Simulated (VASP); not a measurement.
# AlSe4 (P4/mmm) in VASP: notebook

Runs on AlSe4. Level: PBE+D3(BJ). Tasks: single point, relaxation of cell and atoms.

All numbers are computed with VASP 6.6.1; they aren't measurements. Logs are shortened: lines on timing, memory, paths and dates and some standing lists are left out, and cuts for length are marked.

**1. The cell of the first run**

Symmetry: P4/mmm, No. 123, tetragonal system. Conventional cell: a = 3.990 Å, b = 3.990 Å, c = 7.173 Å, α = 90.00°, β = 90.00°, γ = 90.00°. Al (site symmetry 4/mmm) has 8 Se at 2.68 Å within 3.5 Å. Se (site symmetry 2mm) has 2 Al at 2.68 Å and 4 Se at 2.82 Å within 3.5 Å.

**2. Single point, PBE+D3(BJ)**

INCAR reads:

```
SYSTEM = AlSe4
ALGO     = Normal         ! electronic algorithm
EDIFF    = 1E-6           ! SCF threshold, eV
ENCUT    = 520            ! plane-wave cutoff, eV
GGA      = PE             ! functional
ISIF     = 2              ! what is computed and relaxed
ISMEAR   = 0              ! smearing method
IVDW     = 12             ! dispersion correction
LASPH    = .TRUE.         ! aspherical terms in the spheres
LCHARG   = .TRUE.         ! write CHGCAR
LELF     = .TRUE.         ! ELF
LREAL    = .FALSE.        ! projectors in reciprocal space
LVHAR    = .TRUE.       
LWAVE    = .FALSE.        ! write WAVECAR
NBANDS   = 22             ! bands
NELM     = 100            ! most SCF steps
PREC     = Accurate       ! precision mode
SIGMA    = 0.1            ! smearing width, eV
```

KPOINTS reads:

```
k-points
0
G
  10 10 6
  0 0 0
```

POSCAR reads:

```
AlSe4
1.0
    3.9895937438      0.0000000000      0.0000000000
    0.0000000000      3.9895937438      0.0000000000
    0.0000000000      0.0000000000      7.1726364632
Al Se
1 4
Direct
    0.5000000000      0.5000000000      0.0000000000
    0.0000000000      0.5000000000      0.7500407324
    0.5000000000      0.0000000000      0.7500407324
    0.0000000000      0.5000000000      0.2499592676
    0.5000000000      0.0000000000      0.2499592676
```

Potentials or basis: VASP PAW PBE potentials, release 64 (Al, Se).

Run with:

```bash
cat potpaw_PBE.64/Al/POTCAR potpaw_PBE.64/Se/POTCAR > POTCAR
mpirun -np 1 vasp_std > vasp.out
```

OUTCAR:

```text
SYSTEM = AlSe4
   EDIFF = 1E-6
   ENCUT = 520
   GGA = PE
   ISIF = 2
   ISMEAR = 0
   IVDW = 12
   LASPH = .TRUE.
   LREAL = .FALSE.
   NELM = 100
   PREC = Accurate
 IVDW          = 12

 ion  position               nearest neighbor table
   1  0.500  0.500  0.000-   2 2.68   3 2.68   4 2.68   5 2.68   3 2.68   5 2.68   2 2.68   4 2.68

   2  0.000  0.500  0.750-   1 2.68   1 2.68
   3  0.500  0.000  0.750-   1 2.68   1 2.68
   4  0.000  0.500  0.250-   1 2.68   1 2.68
   5  0.500  0.000  0.250-   1 2.68   1 2.68

  LATTYP: Found a simple tetragonal cell.
 ALAT       =     3.9895937438
 C/A-ratio  =     1.7978363021

  Lattice vectors:

 A1 = (   3.9895937438,   0.0000000000,   0.0000000000)
 A2 = (   0.0000000000,   3.9895937438,   0.0000000000)
 A3 = (   0.0000000000,   0.0000000000,   7.1726364632)

Analysis of symmetry for initial positions (statically):
=====================================================================
 Subroutine PRICEL returns:
 Original cell was already a primitive cell.

 Routine SETGRP: Setting up the symmetry group for a
 simple tetragonal supercell.

 Subroutine GETGRP returns: Found 16 space group operations
 (whereof 16 operations were pure point group operations)
 out of a pool of 16 trial point group operations.

The static configuration has the point symmetry D_4h.

Analysis of symmetry for dynamics (positions and initial velocities):
=====================================================================
 Subroutine PRICEL returns:
 Original cell was already a primitive cell.

 Routine SETGRP: Setting up the symmetry group for a
 simple tetragonal supercell.

 Subroutine GETGRP returns: Found 16 space group operations
 (whereof 16 operations were pure point group operations)
 out of a pool of 16 trial point group operations.

The dynamic configuration has the point symmetry D_4h.

 Subroutine INISYM returns: Found 16 space group operations
 (whereof 16 operations are pure point group operations),
 and found     1 'primitive' translations

----------------------------------------------------------------------------------------

                                     Primitive cell

  volume of cell :     114.1658

  direct lattice vectors                    reciprocal lattice vectors
     3.989593744  0.000000000  0.000000000     0.250652087  0.000000000  0.000000000
     0.000000000  3.989593744  0.000000000     0.000000000  0.250652087  0.000000000
     0.000000000  0.000000000  7.172636463     0.000000000  0.000000000  0.139418749

  length of vectors
     3.989593744  3.989593744  7.172636463     0.250652087  0.250652087  0.139418749

  position of ions in fractional coordinates (direct lattice)
     0.500000000  0.500000000  0.000000000
     0.000000000  0.500000000  0.750040732
     0.500000000  0.000000000  0.750040732
     0.000000000  0.500000000  0.249959268
     0.500000000  0.000000000  0.249959268

  ion indices of the primitive-cell ions
   primitive index   ion index
                 1           1
                 2           2
                 3           3
                 4           4
                 5           5

----------------------------------------------------------------------------------------

 KPOINTS: k-points

Automatic generation of k-mesh.
 Grid dimensions read from file:
 generate k-points for:   10   10    6

 Generating k-lattice:

  Cartesian coordinates                     Fractional coordinates (reciprocal lattice)
     0.025065209  0.000000000  0.000000000     0.100000000  0.000000000  0.000000000
     0.000000000  0.025065209  0.000000000     0.000000000  0.100000000  0.000000000
     0.000000000  0.000000000  0.023236458     0.000000000  0.000000000  0.166666667

  Length of vectors
     0.025065209  0.025065209  0.023236458

  Shift w.r.t. Gamma in fractional coordinates (k-lattice)
     0.000000000  0.000000000  0.000000000

 Subroutine IBZKPT returns following result:
 ===========================================

 Found     84 irreducible k-points:

 Following reciprocal coordinates:
[... 53 lines left out ...]
      1      -9.9711      2.00000
      2      -9.3638      2.00000
      3      -8.6216      2.00000
      4      -8.0723      2.00000
      5      -1.4332      2.00000
      6       0.2060      2.00000
[... 14 lines left out ...]
     21      11.1509      0.00000
     22      11.1764      0.00000

 k-point     6 :       0.5000    0.0000    0.0000
  band No.  band energies     occupation
      1      -9.4583      2.00000
      2      -9.2185      2.00000
      3      -8.8312      2.00000
      4      -8.6847      2.00000
      5      -1.1467      2.00000
      6      -0.0688      2.00000
[... 14 lines left out ...]
     21      11.5317      0.00000
     22      11.7653      0.00000

 k-point     7 :       0.1000    0.1000    0.0000
  band No.  band energies     occupation
      1     -10.9941      2.00000
      2     -10.3605      2.00000
      3      -6.8585      2.00000
      4      -6.3762      2.00000
      5      -2.3607      2.00000
      6      -0.8427      2.00000
[... 324 lines left out ...]
      6      -2.3291      2.00000
[... 14 lines left out ...]
     21       9.7455      0.00000
     22      12.5330      0.00000

 k-point    21 :       0.5000    0.5000    0.0000
  band No.  band energies     occupation
      1      -8.7962      2.00000
      2      -8.7962      2.00000
      3      -8.2778      2.00000
      4      -8.2778      2.00000
      5      -3.7715      2.00000
      6      -2.5533      2.00000
[... 14 lines left out ...]
     21       9.8330      0.00000
     22      12.2082      0.00000

 k-point    22 :       0.0000    0.0000    0.1667
  band No.  band energies     occupation
      1     -11.1176      2.00000
      2     -10.5458      2.00000
      3      -6.4875      2.00000
      4      -6.0739      2.00000
      5      -2.3321      2.00000
      6      -0.5278      2.00000
[... 14 lines left out ...]
     21       8.3642      0.00000
     22      11.8180      0.00000

 k-point    23 :       0.1000    0.0000    0.1667
  band No.  band energies     occupation
      1     -11.0415      2.00000
      2     -10.4717      2.00000
      3      -6.6768      2.00000
      4      -6.2562      2.00000
      5      -2.2706      2.00000
      6      -0.4411      2.00000
[... 14 lines left out ...]
     21       8.3799      0.00000
     22      12.3855      0.00000

 k-point    24 :       0.2000    0.0000    0.1667
  band No.  band energies     occupation
      1     -10.8152      2.00000
      2     -10.2511      2.00000
      3      -7.1808      2.00000
      4      -6.7411      2.00000
      5      -2.0745      2.00000
      6      -0.1831      2.00000
[... 14 lines left out ...]
     21       8.6374      0.00000
     22      12.2676      0.00000

 [... further k-points ...]

------------------------ aborting loop because EDIFF is reached ----------------------------------------

 Edisp (eV)   -1.73524

 E8    (eV) :    -0.7210

  FORCE on cell =-STRESS in cart. coord.  units (eV):
  Direction    XX          YY          ZZ          XY          YZ          ZX
  --------------------------------------------------------------------------------------
  -------------------------------------------------------------------------------------
  Total       0.03392     0.03392     0.04225     0.00000     0.00000     0.00000
  in kB       0.47609     0.47609     0.59291     0.00000     0.00000     0.00000
  external pressure =        0.52 kB  Pullay stress =        0.00 kB

 VOLUME and BASIS-vectors are now :
 -----------------------------------------------------------------------------
  energy-cutoff  :      520.00
  volume of cell :      114.17
      direct lattice vectors                 reciprocal lattice vectors
     3.989593744  0.000000000  0.000000000     0.250652087  0.000000000  0.000000000
     0.000000000  3.989593744  0.000000000     0.000000000  0.250652087  0.000000000
     0.000000000  0.000000000  7.172636463     0.000000000  0.000000000  0.139418749

 POSITION                                       TOTAL-FORCE (eV/Angst)
 -----------------------------------------------------------------------------------
      1.99480      1.99480      0.00000         0.000000     -0.000000     -0.000000
      0.00000      1.99480      5.37977         0.000000      0.000000     -0.004188
      1.99480      0.00000      5.37977         0.000000     -0.000000     -0.004188
      0.00000      1.99480      1.79287         0.000000     -0.000000      0.004188
      1.99480      0.00000      1.79287        -0.000000     -0.000000      0.004188
 -----------------------------------------------------------------------------------
    total drift:                                0.000000     -0.000000     -0.000000

  FREE ENERGIE OF THE ION-ELECTRON SYSTEM (eV)
  ---------------------------------------------------
  free  energy   TOTEN  =       -19.6252619993 eV

  energy  without entropy=      -19.6140214170  energy(sigma->0) =      -19.61964171
```

Run time: 2 min. Hardware: 1 thread of Intel Xeon Platinum 8488C (Sapphire Rapids), shared host; peak memory 0.32 GiB.

What came out:

```
Free energy                : -19.6253 eV
Pressure                   : 0.1 GPa
Largest force              : 0.004 eV/Å
Dispersion energy per atom : -0.347 eV
```

Forces on the atoms (eV/Å):
```
Al   0.000  0.000  0.000
Se   0.000  0.000 -0.004
Se   0.000  0.000 -0.004
Se   0.000  0.000  0.004
Se   0.000  0.000  0.004
```

**3. Relaxation of cell and atoms, PBE+D3(BJ)**

This run uses another cell than the first one, of 23.07 Å³/atom, 1.010 times its volume.

INCAR reads:

```
ALGO     = Normal         # electronic algorithm
EDIFF    = 1E-6           # SCF threshold, eV
EDIFFG   = -0.01          # ionic threshold
ENCUT    = 600            # plane-wave cutoff, eV
GGA      = PE             # functional
IBRION   = 2              # ionic algorithm
ISIF     = 3              # what is computed and relaxed
ISMEAR   = 0              # smearing method
IVDW     = 12             # dispersion correction
LASPH    = T              # aspherical terms in the spheres
LCHARG   = F              # write CHGCAR
LREAL    = F              # projectors in reciprocal space
LWAVE    = F              # write WAVECAR
NELM     = 100            # most SCF steps
NSW      = 100            # ionic steps
PREC     = Accurate       # precision mode
SIGMA    = 0.1            # smearing width, eV
```

KPOINTS reads:

```
k-points
0
Gamma
  10 10 6
```

POSCAR reads:

```
AlSe4
1.0
    3.9826566380      0.0000000000      0.0000000000
    0.0000000000      3.9826566380      0.0000000000
    0.0000000000      0.0000000000      7.2727857672
Al Se
1 4
Direct
    0.5000000000      0.5000000000      0.0000000000
    0.0000000000      0.5000000000      0.7516794950
    0.5000000000      0.0000000000      0.7516794950
    0.0000000000      0.5000000000      0.2483205050
    0.5000000000      0.0000000000      0.2483205050
```

Potentials or basis: VASP PAW PBE potentials, release 64 (Al, Se).

Run with:

```bash
cat potpaw_PBE.64/Al/POTCAR potpaw_PBE.64/Se/POTCAR > POTCAR
mpirun -np 1 vasp_std > vasp.out
```

Wall time 6.3 min (1 thread of Intel Xeon Platinum 8488C (Sapphire Rapids), shared host); peak memory 0.39 GiB.

Results (log left out):

```
Free energy                            : -19.6255 eV
Relaxed volume                         : 22.85 Å³/atom
Relaxed cell                           : a = 3.990 Å, b = 3.990 Å, c = 7.174 Å, α = 90.00°, β = 90.00°, γ = 90.00°
Space group after relaxing (to 0.05 Å) : P4/mmm (No. 123)
Energy gained by relaxing              : 0.6 meV/atom
Ionic steps                            : 8
Pressure after relaxing                : 0.0 GPa
Dispersion energy per atom             : -0.347 eV
```

The path:
| step | energy change (eV) | largest force (eV/Å) | pressure (GPa) | volume (Å³) |
| --- | --- | --- | --- | --- |
| 1 | 0.0000 | 0.0109 | -0.12 | 115.36 |
| 2 | -0.0016 | 0.0127 | -0.04 | 115.06 |
| 3 | -0.0021 | 0.0323 | 0.04 | 114.80 |
| 4 | -0.0023 | 0.0233 | -0.07 | 114.88 |
| 5 | -0.0024 | 0.0158 | -0.16 | 114.95 |
| 6 | -0.0025 | 0.0145 | -0.14 | 114.88 |
| 7 | -0.0028 | 0.0099 | -0.10 | 114.66 |
| 8 | -0.0030 | 0.0003 | -0.01 | 114.23 |

Final structure:
```yaml
crystal:
  lattice:
    - [3.99042, 0.00000, 0.00000]
    - [0.00000, 3.99042, 0.00000]
    - [0.00000, 0.00000, 7.17362]
  atoms:
    - { symbol: Al, position: [0.50000, 0.50000, 0.00000] }
    - { symbol: Se, position: [0.00000, 0.50000, 0.74998] }
    - { symbol: Se, position: [0.50000, 0.00000, 0.74998] }
    - { symbol: Se, position: [0.00000, 0.50000, 0.25002] }
    - { symbol: Se, position: [0.50000, 0.00000, 0.25002] }
```

Levels at points of the mesh, in eV from the Fermi level:
```csv
k point,band 9,band 10,band 11,band 12,band 13,band 14,band 15,band 16,band 17
"(0.00, 0.00, 0.00)",-4.36,-2.87,-1.69,0.64,1.00,1.49,1.49,2.07,2.07
"(0.50, 0.00, 0.00)",-2.79,-2.52,-2.31,-2.01,-1.81,-1.48,-1.08,-1.04,2.62
"(0.50, 0.50, 0.00)",-4.09,-4.09,-0.78,-0.78,-0.72,2.79,2.91,3.37,3.55
"(0.00, 0.00, 0.50)",-4.52,-4.45,-0.85,-0.17,1.32,1.62,1.62,1.95,1.95
"(0.50, 0.00, 0.50)",-2.67,-2.66,-2.55,-2.32,-2.16,-1.99,-1.81,-1.68,3.51
"(0.50, 0.50, 0.50)",-3.27,-3.27,-2.15,-2.15,-0.14,2.99,3.27,3.27,3.65
```

**4. Single point, PBE+D3(BJ)**

INCAR reads:

```
PREC = Accurate
ENCUT = 520
EDIFF = 1E-6
ISMEAR = 0
SIGMA = 0.1
LREAL = False
LASPH = True
NELM = 100
ALGO = Normal
ISIF = 2
LWAVE = False
LCHARG = False
GGA = PE
IVDW = 12
NBANDS = 22
```

KPOINTS reads:

```
Automatic mesh
0
Gamma
  10 10 6
```

POSCAR reads:

```
AlSe4
1.0
    3.9895937438      0.0000000000      0.0000000000
    0.0000000000      3.9895937438      0.0000000000
    0.0000000000      0.0000000000      7.1726364632
Al Se
1 4
Direct
    0.5000000000      0.5000000000      0.0000000000
    0.0000000000      0.5000000000      0.7500407324
    0.5000000000      0.0000000000      0.7500407324
    0.0000000000      0.5000000000      0.2499592676
    0.5000000000      0.0000000000      0.2499592676
```

Run with:

```bash
cat potpaw_PBE.64/Al/POTCAR potpaw_PBE.64/Se/POTCAR > POTCAR
mpirun -np 1 vasp_std > vasp.out
```

Wall time 2.1 min (1 thread of Intel Xeon Platinum 8488C (Sapphire Rapids), shared host); peak memory 0.33 GiB.

It converged, with:

```
Free energy                : -19.6253 eV
Pressure                   : 0.1 GPa
Largest force              : 0.004 eV/Å
Dispersion energy per atom : -0.347 eV
```

Forces in eV/Å, atoms in the order of the input:
```
Al   0.000  0.000  0.000
Se   0.000  0.000 -0.004
Se   0.000  0.000 -0.004
Se   0.000  0.000  0.004
Se   0.000  0.000  0.004
```

Levels at points of the mesh, in eV from the Fermi level:
| k point | band 10 | band 11 | band 12 | band 13 | band 14 | band 15 | band 16 | band 17 |
| --- | --- | --- | --- | --- | --- | --- | --- | --- |
| (0.00, 0.00, 0.00) | -2.87 | -1.69 | 0.64 | 1.00 | 1.49 | 1.49 | 2.08 | 2.08 |
| (0.50, 0.00, 0.00) | -2.52 | -2.31 | -2.01 | -1.81 | -1.48 | -1.08 | -1.04 | 2.62 |
| (0.50, 0.50, 0.00) | -4.09 | -0.78 | -0.78 | -0.72 | 2.78 | 2.91 | 3.37 | 3.55 |
| (0.00, 0.00, 0.50) | -4.45 | -0.85 | -0.17 | 1.32 | 1.62 | 1.62 | 1.95 | 1.95 |
| (0.50, 0.00, 0.50) | -2.66 | -2.55 | -2.32 | -2.16 | -1.99 | -1.81 | -1.68 | 3.52 |
| (0.50, 0.50, 0.50) | -3.27 | -2.15 | -2.15 | -0.14 | 3.00 | 3.27 | 3.28 | 3.65 |

**5. Single point, PBE+D3(BJ)**

This run uses another cell than the first one, of 20.10 Å³/atom, 0.881 times its volume.

INCAR reads:

```
PREC = Accurate ; ENCUT = 520
EDIFF = 1E-6 ; ISMEAR = 0
SIGMA = 0.1 ; LREAL = False
LASPH = True ; NELM = 100
ALGO = Normal ; ISIF = 2
LWAVE = False ; LCHARG = False
GGA = PE ; IVDW = 12
NBANDS = 22
```

KPOINTS reads:

```
regular mesh
0
Gamma
  4 4 4
```

POSCAR reads:

```
AlSe4
1.0
    3.8024836900      0.0000000000      0.0000000000
    0.0000000000      3.8024836900      0.0000000000
    0.0000000000      0.0000000000      6.9524254900
Al Se
1 4
Direct
    0.5000000000      0.5000000000      0.0000000000
    0.0000000000      0.5000000000      0.7642962500
    0.5000000000      0.0000000000      0.7642962500
    0.0000000000      0.5000000000      0.2357037500
    0.5000000000      0.0000000000      0.2357037500
```

Run with:

```bash
cat potpaw_PBE.64/Al/POTCAR potpaw_PBE.64/Se/POTCAR > POTCAR
mpirun -np 1 vasp_std > vasp.out
```

Run time: 24 s. Hardware: 1 thread of Intel Xeon Platinum 8488C (Sapphire Rapids), shared host; peak memory 0.21 GiB.

Results (log left out):

| Item | Value |
| --- | --- |
| Free energy | -18.6443 eV |
| Pressure | 16.1 GPa |
| Largest force | 1.408 eV/Å |
| Dispersion energy per atom | -0.398 eV |

Forces in eV/Å, atoms in the order of the input:
```
Al   0.000  0.000  0.000
Se   0.000  0.000 -1.408
Se   0.000  0.000 -1.408
Se   0.000  0.000  1.408
Se   0.000  0.000  1.408
```

Stress tensor (GPa, compression positive):
```
16.94  0.00  0.00
 0.00 16.94  0.00
 0.00  0.00 14.56
```

Levels at points of the mesh, in eV from the Fermi level:
| k point | band 11 | band 12 | band 13 | band 14 | band 15 | band 16 |
| --- | --- | --- | --- | --- | --- | --- |
| (0.00, 0.00, 0.00) | -2.10 | 0.44 | 1.18 | 1.55 | 1.55 | 2.16 |
| (0.50, 0.00, 0.00) | -3.01 | -2.34 | -2.33 | -1.68 | -1.45 | -1.38 |
| (0.50, 0.50, 0.00) | -1.07 | -1.07 | -0.72 | 2.02 | 3.27 | 4.02 |
| (0.00, 0.00, 0.50) | -1.41 | 0.15 | 0.69 | 1.67 | 1.67 | 1.85 |
| (0.50, 0.00, 0.50) | -2.91 | -2.85 | -2.57 | -2.47 | -2.20 | -1.79 |
| (0.50, 0.50, 0.50) | -2.31 | -2.31 | -0.08 | 3.02 | 3.13 | 3.33 |

Caveat: the k points lie up to 0.41 Å⁻¹ apart; forces of over 1 eV/Å act on the atoms, so gaps and moduli don't describe the material at rest.

**6. The runs side by side**

| task | cell | k mesh | cutoff (eV) | gap on the mesh (eV) | pressure (GPa) |
| --- | --- | --- | --- | --- | --- |
| single point | a = 3.990, b = 3.990, c = 7.173 Å, 5 atoms | 10 × 10 × 6 | 520 | none | 0.1 |
| relaxation of cell and atoms | relaxed from a = 3.983, b = 3.983, c = 7.273 Å, 5 atoms | 10 × 10 × 6 | 600 | none | 0.0 |
| single point | a = 3.802, b = 3.802, c = 6.952 Å, 5 atoms | 4 × 4 × 4 | 520 | none | 16.1 |

Alike in all rows: level PBE+D3(BJ); potentials or basis VASP PAW PBE potentials, release 64 (Al, Se); no spin polarisation; smearing gaussian 0.1 eV.

Caveats: some runs use coarse meshes; forces of over 1 eV/Å act on the atoms, so gaps and moduli don't describe the material at rest (some runs).

Absolute energies hang on the potentials; compare differences alone.
